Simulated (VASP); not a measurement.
# CsPbCl3 (Pm-3m) in VASP: further runs

Aim: see how the results for CsPbCl3 move with the level of theory and the settings. Levels: b88 exchange, pbe correlation. Tasks: single point.

All numbers are computed with VASP 6.6.1; they aren't measurements. Logs are shortened: lines on timing, memory, paths and dates and some standing lists are left out, and cuts for length are marked.

### 1 The cell of the first run

The structure is cubic, space group Pm-3m (No. 221). The conventional cell has a = 5.567 Å, b = 5.567 Å, c = 5.567 Å, α = 90.00°, β = 90.00°, γ = 90.00°. Pb (site symmetry m-3m) has 6 Cl at 2.78 Å within 3.7 Å. Within 5.2 Å of Cs (site symmetry m-3m) lie 12 Cl at 3.94 Å and 8 Pb at 4.82 Å. Within 3.7 Å of Cl (site symmetry 4/mmm) lie 2 Pb at 2.78 Å.

### 2 Single point, b88 exchange, pbe correlation

INCAR

```
SYSTEM = CsPbCl3
ALGO = Normal ; EDIFF = 1E-6
ENCUT = 500 ; GGA = LIBXC
GGA_COMPAT = .False. ; ISIF = 2
ISMEAR = -1 ; LASPH = .True.
LCHARG = .True. ; LELF = .True.
LIBXC1 = GGA_X_B88 ; LIBXC2 = GGA_C_PBE
LREAL = .False. ; LVHAR = .True.
LWAVE = .False. ; NBANDS = 30
NELM = 120 ; PREC = Accurate
SIGMA = 0.05
```

KPOINTS

```
k-points
0
Gamma
  5 5 5
  0 0 0
```

POSCAR

```
CsPbCl3
1.0
    5.5673814169      0.0000000000      0.0000000000
    0.0000000000      5.5673814169      0.0000000000
    0.0000000000      0.0000000000      5.5673814169
Pb Cs Cl
1 1 3
Direct
    0.5000000000      0.5000000000      0.5000000000
    0.0000000000      0.0000000000      0.0000000000
    0.5000000000      0.0000000000      0.5000000000
    0.0000000000      0.5000000000      0.5000000000
    0.5000000000      0.5000000000      0.0000000000
```

Potentials or basis: VASP PAW PBE potentials, release 64 (Pb_d, Cs_sv, Cl).

Started as:

```console
$ cat potpaw_PBE.64/Pb_d/POTCAR potpaw_PBE.64/Cs_sv/POTCAR potpaw_PBE.64/Cl/POTCAR > POTCAR
$ mpirun -np 1 vasp_std > vasp.out
```

OUTCAR:

```text
SYSTEM = CsPbCl3
   EDIFF = 1E-6
   ENCUT = 500
   GGA = LIBXC
   ISIF = 2
   ISMEAR = -1
   LASPH = .True.
   LREAL = .False.
   NELM = 120
   PREC = Accurate

 ion  position               nearest neighbor table
   1  0.500  0.500  0.500-   3 2.78   4 2.78   5 2.78   5 2.78   3 2.78   4 2.78
   2  0.000  0.000  0.000-
   3  0.500  0.000  0.500-   1 2.78   1 2.78
   4  0.000  0.500  0.500-   1 2.78   1 2.78
   5  0.500  0.500  0.000-   1 2.78   1 2.78

  LATTYP: Found a simple cubic cell.
 ALAT       =     5.5673814169

  Lattice vectors:

 A1 = (   5.5673814169,   0.0000000000,   0.0000000000)
 A2 = (   0.0000000000,   5.5673814169,   0.0000000000)
 A3 = (   0.0000000000,   0.0000000000,   5.5673814169)

Analysis of symmetry for initial positions (statically):
=====================================================================
 Subroutine PRICEL returns:
 Original cell was already a primitive cell.

 Routine SETGRP: Setting up the symmetry group for a
 simple cubic supercell.

 Subroutine GETGRP returns: Found 48 space group operations
 (whereof 48 operations were pure point group operations)
 out of a pool of 48 trial point group operations.

The static configuration has the point symmetry O_h .

Analysis of symmetry for dynamics (positions and initial velocities):
=====================================================================
 Subroutine PRICEL returns:
 Original cell was already a primitive cell.

 Routine SETGRP: Setting up the symmetry group for a
 simple cubic supercell.

 Subroutine GETGRP returns: Found 48 space group operations
 (whereof 48 operations were pure point group operations)
 out of a pool of 48 trial point group operations.

The dynamic configuration has the point symmetry O_h .

 Subroutine INISYM returns: Found 48 space group operations
 (whereof 48 operations are pure point group operations),
 and found     1 'primitive' translations

----------------------------------------------------------------------------------------

                                     Primitive cell

  volume of cell :     172.5651

  direct lattice vectors                    reciprocal lattice vectors
     5.567381417  0.000000000  0.000000000     0.179617656  0.000000000  0.000000000
     0.000000000  5.567381417  0.000000000     0.000000000  0.179617656  0.000000000
     0.000000000  0.000000000  5.567381417     0.000000000  0.000000000  0.179617656

  length of vectors
     5.567381417  5.567381417  5.567381417     0.179617656  0.179617656  0.179617656

  position of ions in fractional coordinates (direct lattice)
     0.500000000  0.500000000  0.500000000
     0.000000000  0.000000000  0.000000000
     0.500000000  0.000000000  0.500000000
     0.000000000  0.500000000  0.500000000
     0.500000000  0.500000000  0.000000000

  ion indices of the primitive-cell ions
   primitive index   ion index
                 1           1
                 2           2
                 3           3
                 4           4
                 5           5

----------------------------------------------------------------------------------------

 KPOINTS: k-points

Automatic generation of k-mesh.
 Grid dimensions read from file:
 generate k-points for:    5    5    5

 Generating k-lattice:

  Cartesian coordinates                     Fractional coordinates (reciprocal lattice)
     0.035923531  0.000000000  0.000000000     0.200000000  0.000000000  0.000000000
     0.000000000  0.035923531  0.000000000     0.000000000  0.200000000  0.000000000
     0.000000000  0.000000000  0.035923531     0.000000000  0.000000000  0.200000000

  Length of vectors
     0.035923531  0.035923531  0.035923531

  Shift w.r.t. Gamma in fractional coordinates (k-lattice)
     0.000000000  0.000000000  0.000000000

 Subroutine IBZKPT returns following result:
 ===========================================

 Found     10 irreducible k-points:

 Following reciprocal coordinates:
            Coordinates               Weight
  0.000000  0.000000  0.000000      1.000000
  0.200000  0.000000  0.000000      6.000000
  0.400000  0.000000  0.000000      6.000000
  0.200000  0.200000  0.000000     12.000000
  0.400000  0.200000  0.000000     24.000000
  0.400000  0.400000  0.000000     12.000000
  0.200000  0.200000  0.200000      8.000000
  0.400000  0.200000  0.200000     24.000000
  0.400000  0.400000  0.200000     24.000000
  0.400000  0.400000  0.400000      8.000000
   k-points           NKPTS =     10   k-points in BZ     NKDIM =     10   number of bands    NBANDS=     30
   number of dos      NEDOS =    301   number of ions     NIONS =      5
   total plane-waves  NPLWV =  74088
   dimension x,y,z NGX =    42 NGY =   42 NGZ =   42
   dimension x,y,z NGXF=    84 NGYF=   84 NGZF=   84
   ions per type =               1   1   3
   NGX,Y,Z   is equivalent  to a cutoff of  12.54, 12.54, 12.54 a.u.
   NGXF,Y,Z  is equivalent  to a cutoff of  25.08, 25.08, 25.08 a.u.
 SYSTEM =  CsPbCl3
[... 66 lines left out ...]
      1     -19.4712      2.00000
      2     -14.8852      2.00000
      3     -14.8852      2.00000
      4     -14.6081      2.00000
      5     -14.6081      2.00000
      6     -14.6081      2.00000
[... 22 lines left out ...]
     29       8.2650      0.00000
     30       8.2650      0.00000

 k-point     2 :       0.2000    0.0000    0.0000
  band No.  band energies     occupation
      1     -19.4704      2.00000
      2     -14.8851      2.00000
      3     -14.8457      2.00000
      4     -14.6087      2.00000
      5     -14.6087      2.00000
      6     -14.6081      2.00000
[... 22 lines left out ...]
     29       7.3208      0.00000
     30       8.3002      0.00000

 k-point     3 :       0.4000    0.0000    0.0000
  band No.  band energies     occupation
      1     -19.4690      2.00000
      2     -14.8849      2.00000
      3     -14.7795      2.00000
      4     -14.6096      2.00000
      5     -14.6096      2.00000
      6     -14.6080      2.00000
[... 22 lines left out ...]
     29       7.6409      0.00000
     30       8.7880      0.00000

 k-point     4 :       0.2000    0.2000    0.0000
  band No.  band energies     occupation
      1     -19.4696      2.00000
      2     -14.8660      2.00000
      3     -14.8236      2.00000
      4     -14.6092      2.00000
      5     -14.6086      2.00000
      6     -14.6086      2.00000
[... 22 lines left out ...]
     29       7.5418      0.00000
     30       8.1675      0.00000

 k-point     5 :       0.4000    0.2000    0.0000
  band No.  band energies     occupation
      1     -19.4683      2.00000
      2     -14.8596      2.00000
      3     -14.7602      2.00000
      4     -14.6102      2.00000
      5     -14.6096      2.00000
      6     -14.6086      2.00000
[... 22 lines left out ...]
     29       7.8430      0.00000
     30       8.3969      0.00000

 k-point     6 :       0.4000    0.4000    0.0000
  band No.  band energies     occupation
      1     -19.4672      2.00000
      2     -14.8368      2.00000
      3     -14.7066      2.00000
      4     -14.6111      2.00000
      5     -14.6095      2.00000
      6     -14.6095      2.00000
[... 22 lines left out ...]
     29       8.1777      0.00000
     30       8.3191      0.00000

 k-point     7 :       0.2000    0.2000    0.2000
  band No.  band energies     occupation
      1     -19.4689      2.00000
      2     -14.8235      2.00000
      3     -14.8235      2.00000
      4     -14.6092      2.00000
      5     -14.6092      2.00000
      6     -14.6092      2.00000
[... 22 lines left out ...]
     29       7.9936      0.00000
     30       7.9936      0.00000

 k-point     8 :       0.4000    0.2000    0.2000
  band No.  band energies     occupation
      1     -19.4677      2.00000
      2     -14.8234      2.00000
      3     -14.7511      2.00000
      4     -14.6102      2.00000
      5     -14.6101      2.00000
      6     -14.6092      2.00000
[... 22 lines left out ...]
     29       8.1686      0.00000
     30       8.4276      0.00000

 k-point     9 :       0.4000    0.4000    0.2000
  band No.  band energies     occupation
      1     -19.4666      2.00000
      2     -14.7893      2.00000
      3     -14.7066      2.00000
      4     -14.6111      2.00000
      5     -14.6102      2.00000
      6     -14.6101      2.00000
[... 22 lines left out ...]
     29       8.1316      0.00000
     30       8.2178      0.00000

 k-point    10 :       0.4000    0.4000    0.4000
  band No.  band energies     occupation
      1     -19.4656      2.00000
      2     -14.7065      2.00000
      3     -14.7065      2.00000
      4     -14.6111      2.00000
      5     -14.6111      2.00000
      6     -14.6111      2.00000
[... 22 lines left out ...]
     29       7.7338      0.00000
     30       8.6281      0.00000

------------------------ aborting loop because EDIFF is reached ----------------------------------------

  FORCE on cell =-STRESS in cart. coord.  units (eV):
  Direction    XX          YY          ZZ          XY          YZ          ZX
  --------------------------------------------------------------------------------------
  -------------------------------------------------------------------------------------
  Total        2.6935923      2.6935923      2.6935923     -0.0000000      0.0000000      0.0000000
  in kB       25.0086078     25.0086078     25.0086078     -0.0000000      0.0000000      0.0000000
  external PRESSURE =      25.0086078 kB  Pullay stress =       0.0000000 kB

 VOLUME and BASIS-vectors are now :
 -----------------------------------------------------------------------------
  energy-cutoff  :      500.00
  volume of cell :      172.57
      direct lattice vectors                 reciprocal lattice vectors
     5.567381417  0.000000000  0.000000000     0.179617656  0.000000000  0.000000000
     0.000000000  5.567381417  0.000000000     0.000000000  0.179617656  0.000000000
     0.000000000  0.000000000  5.567381417     0.000000000  0.000000000  0.179617656

 POSITION                                       TOTAL-FORCE (eV/Angst)
 -----------------------------------------------------------------------------------
      2.78369      2.78369      2.78369         0.000000      0.000000      0.000000
      0.00000      0.00000      0.00000         0.000000      0.000000      0.000000
      2.78369      0.00000      2.78369         0.000000      0.000000      0.000000
      0.00000      2.78369      2.78369         0.000000      0.000000      0.000000
      2.78369      2.78369      0.00000         0.000000      0.000000      0.000000
 -----------------------------------------------------------------------------------
    total drift:                                0.000000     -0.000000     -0.000000

  FREE ENERGIE OF THE ION-ELECTRON SYSTEM (eV)
  ---------------------------------------------------
  free  energy   TOTEN  =       -16.8005804618 eV

  energy  without entropy=      -16.8005804618  energy(sigma->0) =      -16.80058046
```

Run time: 37 s. Hardware: 1 thread of Intel Xeon 6975P-C (Granite Rapids), shared host; peak memory 0.27 GiB.

Results:

- Free energy: -16.8006 eV
- Pressure: 2.5 GPa
- Band gap on the k mesh: 2.93 eV

Levels at points of the mesh, in eV from the valence-band top:
```
           k point  band 18  band 19  band 20  band 21  band 22  band 23  band 24  band 25  band 26  band 27
(0.00, 0.00, 0.00)    -2.17    -2.17    -2.05    -2.05    -2.05     4.06     4.94     4.94     5.78     5.78
```

Caveat: the PAW data sets were made with another functional, which shifts forces and pressure a little; spin-orbit coupling is left out, which moves the levels of the heavy elements; an odd mesh through Γ misses points on the zone boundary, where band edges can lie.

### 3 Single point, b88 exchange, pbe correlation

This run uses another cell than the first one, of 35.22 Å³/atom.

INCAR

```
  PREC = Accurate
  ENCUT = 500
  EDIFF = 1E-6
  ISMEAR = -1
  SIGMA = 0.05
  LREAL = False
  LASPH = True
  NELM = 120
  ALGO = Normal
  ISIF = 2
  LWAVE = False
  LCHARG = False
  GGA = LIBXC
  LIBXC1 = GGA_X_B88
  LIBXC2 = GGA_C_PBE
  NBANDS = 30
  GGA_COMPAT = False
```

KPOINTS

```
regular mesh
0
Gamma
  5 5 5
```

Edit POSCAR of step 2 so:

```diff
@@ -2,5 +2,5 @@
 1.0
-    5.5673814169      0.0000000000      0.0000000000
-    0.0000000000      5.5673814169      0.0000000000
-    0.0000000000      0.0000000000      5.5673814169
+    5.6050000000      0.0000000000      0.0000000000
+    0.0000000000      5.6050000000      0.0000000000
+    0.0000000000      0.0000000000      5.6050000000
 Pb Cs Cl
```

Potentials or basis: VASP PAW PBE potentials, release 64 (Pb_d, Cs_sv, Cl).

Started as:

```console
$ cat potpaw_PBE.64/Pb_d/POTCAR potpaw_PBE.64/Cs_sv/POTCAR potpaw_PBE.64/Cl/POTCAR > POTCAR
$ mpirun -np 1 vasp_std > vasp.out
```

Run time: 38 s. Hardware: 1 thread of Intel Xeon 6975P-C (Granite Rapids), shared host; peak memory 0.26 GiB.

Results (log left out):

* Free energy: -16.8502 eV
* Pressure: 1.9 GPa
* Band gap on the k mesh: 2.98 eV

Levels at points of the mesh, in eV from the valence-band top:
| k point | band 19 | band 20 | band 21 | band 22 | band 23 | band 24 | band 25 | band 26 |
| --- | --- | --- | --- | --- | --- | --- | --- | --- |
| (0.00, 0.00, 0.00) | -2.03 | -1.93 | -1.93 | -1.93 | 4.15 | 5.07 | 5.07 | 5.89 |

Caveat: the PAW data sets were made with another functional, which shifts forces and pressure a little; spin-orbit coupling is left out, which moves the levels of the heavy elements; an odd mesh through Γ misses points on the zone boundary, where band edges can lie.

### 4 Single point, b88 exchange, pbe correlation

This run uses another cell than the first one, of 35.92 Å³/atom.

INCAR

```
ALGO = Normal
EDIFF = 1E-6
ENCUT = 500
GGA = LIBXC
GGA_COMPAT = False
ISIF = 2
ISMEAR = -1
LASPH = True
LCHARG = True
LELF = True
LIBXC1 = GGA_X_B88
LIBXC2 = GGA_C_PBE
LREAL = False
LVHAR = True
LWAVE = False
NBANDS = 30
NELM = 120
PREC = Accurate
SIGMA = 0.05
```

KPOINTS

```
k-points
0
Gamma
  5 5 5
```

Edit POSCAR of step 3 so:

```diff
@@ -2,5 +2,5 @@
 1.0
-    5.6050000000      0.0000000000      0.0000000000
-    0.0000000000      5.6050000000      0.0000000000
-    0.0000000000      0.0000000000      5.6050000000
+    5.6421202871      0.0000000000      0.0000000000
+    0.0000000000      5.6421202871      0.0000000000
+    0.0000000000      0.0000000000      5.6421202871
 Pb Cs Cl
```

Started as:

```console
$ cat potpaw_PBE.64/Pb_d/POTCAR potpaw_PBE.64/Cs_sv/POTCAR potpaw_PBE.64/Cl/POTCAR > POTCAR
$ mpirun -np 1 vasp_std > vasp.out
```

Wall time 38 s (1 thread of Intel Xeon 6975P-C (Granite Rapids), shared host); peak memory 0.27 GiB.

The run converged. Its results:

| Quantity | Value |
| --- | --- |
| Free energy | -16.8869 eV |
| Pressure | 1.3 GPa |
| Band gap on the k mesh | 3.02 eV |

Levels at points of the mesh, in eV from the valence-band top:
```tsv
k point	band 20	band 21	band 22	band 23	band 24	band 25
(0.00, 0.00, 0.00)	-1.81	-1.81	-1.81	4.23	5.19	5.19
```

Caveat: the PAW data sets were made with another functional, which shifts forces and pressure a little; spin-orbit coupling is left out, which moves the levels of the heavy elements; an odd mesh through Γ misses points on the zone boundary, where band edges can lie.

### 5 Single point, b88 exchange, pbe correlation

This run uses another cell than the first one, of 36.63 Å³/atom.

INCAR

```
PREC = Accurate
ENCUT = 500
EDIFF = 1E-6
ISMEAR = -1
SIGMA = 0.05
LREAL = F
LASPH = T
NELM = 120
ALGO = Normal
ISIF = 2
LWAVE = F
LCHARG = F
GGA = LIBXC
LIBXC1 = GGA_X_B88
LIBXC2 = GGA_C_PBE
NBANDS = 30
GGA_COMPAT = F
```

KPOINTS

```
regular mesh
0
Gamma
  5 5 5
```

Edit POSCAR of step 4 so:

```diff
@@ -2,5 +2,5 @@
 1.0
-    5.6421202871      0.0000000000      0.0000000000
-    0.0000000000      5.6421202871      0.0000000000
-    0.0000000000      0.0000000000      5.6421202871
+    5.6787584584      0.0000000000      0.0000000000
+    0.0000000000      5.6787584584      0.0000000000
+    0.0000000000      0.0000000000      5.6787584584
 Pb Cs Cl
```

Started as:

```console
$ cat potpaw_PBE.64/Pb_d/POTCAR potpaw_PBE.64/Cs_sv/POTCAR potpaw_PBE.64/Cl/POTCAR > POTCAR
$ mpirun -np 1 vasp_std > vasp.out
```

Run time: 44 s. Hardware: 1 thread of Intel Xeon 6975P-C (Granite Rapids), shared host; peak memory 0.27 GiB.

The run converged. Its results:

```yaml
Free_energy: -16.9122 eV
Pressure: 0.8 GPa
Band_gap_on_the_k_mesh: 3.06 eV
```

Levels at points of the mesh, in eV from the valence-band top:
| k point | band 20 | band 21 | band 22 | band 23 | band 24 | band 25 |
| --- | --- | --- | --- | --- | --- | --- |
| (0.00, 0.00, 0.00) | -1.70 | -1.70 | -1.70 | 4.30 | 5.30 | 5.30 |

Caveat: the PAW data sets were made with another functional, which shifts forces and pressure a little; spin-orbit coupling is left out, which moves the levels of the heavy elements; an odd mesh through Γ misses points on the zone boundary, where band edges can lie.

### 6 Overview

```csv
cell,gap on the mesh (eV),pressure (GPa)
"a = 5.567 Å, 5 atoms",2.93,2.5
"a = 5.605 Å, 5 atoms",2.98,1.9
"a = 5.642 Å, 5 atoms",3.02,1.3
"a = 5.679 Å, 5 atoms",3.06,0.8
```

Alike in all rows: task single point; level b88 exchange, pbe correlation; potentials or basis VASP PAW PBE potentials, release 64 (Pb_d, Cs_sv, Cl); no spin polarisation; k mesh 5 × 5 × 5; cutoff (eV) 500; smearing fermi-dirac 0.05 eV.

Caveats: the PAW data sets were made with another functional, which shifts forces and pressure a little; spin-orbit coupling is left out, which moves the levels of the heavy elements; an odd mesh through Γ misses points on the zone boundary, where band edges can lie.

Absolute energies hang on the potentials; compare differences alone.
